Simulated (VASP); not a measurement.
Wanted: the native input for a VASP 6.6.1 run.

```
Task                   : relaxation of cell and atoms
Functional             : LDA
Potentials or basis    : VASP PAW LDA potentials, release 64 (Y_sv)
Cutoff                 : 500 eV
k mesh                 : 7 × 7 × 7
Occupations            : methfessel-paxton, width 0.1 eV
Spin                   : no spin polarisation
Dipole correction      : no
Further INCAR settings : ALGO = Normal; EDIFF = 1e-07; IBRION = 2; EDIFFG = -0.03; NSW = 80; ISIF = 3
```

The structure of Y lies in POSCAR:

```
Y
1.0
   -2.0200000000      2.0200000000      2.0200000000
    2.0200000000     -2.0200000000      2.0200000000
    2.0200000000      2.0200000000     -2.0200000000
Y
1
Direct
    0.0000000000      0.0000000000      0.0000000000
```

This isn't the form of Y at room conditions, which is hcp.

The input as run:

INCAR

```
SYSTEM = Y
PREC     = Accurate       ! precision mode
ENCUT    = 500            ! plane-wave cutoff, eV
EDIFF    = 1E-7           ! SCF threshold, eV
ISMEAR   = 1              ! smearing method
SIGMA    = 0.1            ! smearing width, eV
LREAL    = .False.        ! projectors in reciprocal space
LASPH    = .True.         ! aspherical terms in the spheres
NELM     = 120            ! most SCF steps
ALGO     = Normal         ! electronic algorithm
ISIF     = 3              ! what is computed and relaxed
LWAVE    = .False.        ! write WAVECAR
LCHARG   = .False.        ! write CHGCAR
IBRION   = 2              ! ionic algorithm
NSW      = 80             ! ionic steps
EDIFFG   = -0.03          ! ionic threshold
GGA_COMPAT= .False.      
NELMIN   = 4
```

KPOINTS

```
Automatic mesh
0
Gamma
  7 7 7
  0 0 0
```

Potentials or basis: VASP PAW LDA potentials, release 64 (Y_sv).

Launch:

```console
$ cat potpaw_LDA.64/Y_sv/POTCAR > POTCAR
$ mpirun -np 1 vasp_std > vasp.out
```

Results of the run:

```yaml
Relaxed_volume: 29.65 Å³/atom
Relaxed_cell: a = 3.377 Å, b = 3.377 Å, c = 3.377 Å, α = 109.47°, β = 109.47°, γ = 109.47°
Space_group_after_relaxing_to_0.1_Å: Im-3m (No. 229)
Energy_gained_by_relaxing: 44.5 meV/atom
Ionic_steps: 3
Pressure_after_relaxing: 0.0 GPa
Band_gap_on_the_k_mesh: zero (an odd number of electrons rules out a gap without spin polarisation)
```

It took 23 s on 1 thread of Intel(R) Xeon(R) Platinum 8259CL CPU @ 2.50GHz (Skylake/Cascade Lake) (shared host), peak memory 0.16 GiB.
